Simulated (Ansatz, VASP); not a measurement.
# NbAl2C2 in VASP and in Ansatz

File INCAR:

```
SYSTEM = NbAl2C2
ALGO = Normal
EDIFF = 1E-6
EDIFFG = -0.01
ENCUT = 600
GGA = PE
IBRION = 2
ISIF = 3
ISMEAR = 0
LASPH = .True.
LCHARG = .False.
LREAL = .False.
LWAVE = .False.
NELM = 60
NSW = 100
PREC = Accurate
SIGMA = 0.1
```

The input KPOINTS:

```
k-points
0
Gamma
  18 18 4
  0 0 0
```

POSCAR

```
NbAl2C2
1.0
    2.6376989899      0.0000000000      0.0000000000
   -1.3188494949      2.2843143328      0.0000000000
    0.0000000000      0.0000000000     12.8588214926
Al Nb C
2 1 2
Direct
    0.6666666667      0.3333333333      0.8026769178
    0.6666666667      0.3333333333      0.1973230822
    0.0000000000      0.0000000000      0.0000000000
    0.0000000000      0.0000000000      0.5000000000
    0.3333333333      0.6666666667      0.5000000000
```

Input for Ansatz:

```yaml
crystal:
  lattice:
    - [2.6376989899, 0.0, 0.0]
    - [-1.3188494949, 2.2843143328, 0.0]
    - [0.0, 0.0, 12.8588214926]
  atoms:
    - { symbol: Al, position: [0.6666666667, 0.3333333333, 0.8026769178] }
    - { symbol: Al, position: [0.6666666667, 0.3333333333, 0.1973230822] }
    - { symbol: Nb, position: [0.0, 0.0, 0.0] }
    - { symbol: C, position: [0.0, 0.0, 0.5] }
    - { symbol: C, position: [0.3333333333, 0.6666666667, 0.5] }
basis:
  ecutwfc: 420
kpoints:
  mp_grid: { grid: [18, 18, 4] }
hamiltonian:
  xc: pbe
scf:
  occupations: { method: gaussian, width: 0.1 }
output:
  forces: true
  stress: true
  eigenvalues: true
  write_density: true
  write_potential: true
  elf: true
  volumetric_format: npy
relax:
  adjacent_minimum: "off"
  f_tol: 0.01
  max_steps: 80
  cell: { stress_tol: 0.05 }
```

Alike in both runs: task relaxation of cell and atoms; functional PBE; k mesh 18 × 18 × 4; occupations gaussian, width 0.1 eV; no spin polarisation.

```csv
,VASP,Ansatz
version,VASP 6.6.1,Ansatz 0.2.0
potentials or method,"VASP PAW PBE potentials, release 64 (Al, Nb_sv, C), cutoff 600 eV","scalar-relativistic, plane waves, PAW"
valence electrons in the cell,27,27
```

|  | VASP | Ansatz | Ansatz less VASP |
| --- | --- | --- | --- |
| gap on the k mesh at the Fermi level, each at its own relaxed structure (eV) | none | none | - |
| relaxed volume (Å³/atom) | 16.62 | 16.84 | +0.222 |
| relaxed cell length with the largest relative difference (Å) | 13.791 | 13.977 | +0.1862 |

A gap of «none» marks a metal or a gap that the smearing closes.
